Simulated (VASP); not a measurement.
Here is a VASP 6.6.1 calculation.

Contents of INCAR:

```
SYSTEM = AlO
PREC = Accurate ; ENCUT = 600
EDIFF = 1E-7 ; ISMEAR = 0
SIGMA = 0.1 ; LREAL = .FALSE.
LASPH = .TRUE. ; NELM = 80
ALGO = Normal ; ISIF = 3
LWAVE = .FALSE. ; LCHARG = .FALSE.
GGA = PE ; IBRION = 2
NSW = 90 ; EDIFFG = -0.04
```

Contents of KPOINTS:

```
Automatic mesh
0
G
  6 6 4
  0 0 0
```

The input POSCAR:

```
AlO
1.0
    3.3393434830      0.0000000000      0.0000000000
    0.0000000000      3.3393434830      0.0000000000
    0.0000000000      0.0000000000      4.2195508684
Al O
2 2
Direct
    0.0000000000      0.5000000000      0.2351000000
    0.5000000000      0.0000000000      0.7649000000
    0.0000000000      0.0000000000      0.0000000000
    0.5000000000      0.5000000000      0.0000000000
```

Potentials or basis: VASP PAW PBE potentials, release 64 (Al, O).

Run with:

```sh
$ cat potpaw_PBE.64/Al/POTCAR potpaw_PBE.64/O/POTCAR > POTCAR
$ mpirun -np 1 vasp_std > vasp.out
```

Q: Estimate the relaxed volume.

A: 12.96 Å³/atom.

Q: Predict the band gap on the k mesh.

A: Zero (band 9 reaches 7.51 eV, above the bottom of band 10 at 5.29 eV).

Forces in eV/Å, atoms in the order of the input:
```
Al   0.000  0.000 -0.023
Al   0.000  0.000  0.023
O    0.000  0.000  0.000
O    0.000  0.000  0.000
```

Caveat: the k points lie up to 0.36 Å⁻¹ apart in the final cell.
